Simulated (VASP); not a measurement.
Here is a VASP 6.6.1 calculation.

Contents of INCAR:

```
SYSTEM = Al3Cu2
  PREC = Accurate
  ENCUT = 400
  EDIFF = 1E-6
  ISMEAR = -1
  SIGMA = 0.05
  LREAL = Auto
  LASPH = .True.
  NELM = 120
  ALGO = Normal
  ISIF = 2
  LWAVE = .False.
  LCHARG = .True.
  GGA = PS
  LELF = .True.
  LVHAR = .True.
  ISYM = -1
  NBANDS = 78
  GGA_COMPAT = .False.
```

The input KPOINTS:

```
explicit points
1
Reciprocal
  0.25000000   0.25000000   0.25000000 1
```

POSCAR

```
Al3Cu2
1.0
    6.8921920000     -0.1854640000     -0.0600550000
   -0.1854640000      6.9738980000      0.0067840000
   -0.0600550000      0.0067840000      7.0022850000
Al Cu
12 8
Direct
    0.6102145051      0.1751426603      0.8202792752
    0.2586096602      0.9123575785      0.6142526860
    0.1074466912      0.0496155835      0.9649874461
    0.5448318451      0.8314925860      0.3268294608
    0.9056446665      0.4022702531      0.9137336582
    0.6999762194      0.5245699661      0.5983124636
    0.9132127638      0.1149492882      0.5540213197
    0.7670473941      0.7859182734      0.0548058758
    0.1877392595      0.3887693349      0.4099626436
    0.1176769953      0.6953999878      0.1604159926
    0.4589678066      0.3298801129      0.1601924807
    0.3571978532      0.6114435990      0.8531914202
    0.9169997355      0.8050126941      0.4743546161
    0.8388474749      0.1586531996      0.2123786281
    0.2249456868      0.0468874406      0.3166419289
    0.0083295378      0.7405595069      0.8078369096
    0.2658884385      0.2838578178      0.7538716631
    0.6033174010      0.8490701831      0.6731731334
    0.8263650467      0.5031770964      0.2663945840
    0.5431634347      0.1966903788      0.4834350976
```

Potentials or basis: VASP PAW PBE potentials, release 64 (Al, Cu).

Launch:

```sh
$ cat potpaw_PBE.64/Al/POTCAR potpaw_PBE.64/Cu/POTCAR > POTCAR
$ mpirun -np 1 vasp_std > vasp.out
```

(1) Estimate the largest force.

(2) Predict the pressure.

Answers

(1) 2.015 eV/Å.

(2) -6.8 GPa.

Caveat: the atoms stand as in a frame of molecular dynamics; the PAW data sets were made with another functional, which shifts forces and pressure a little.
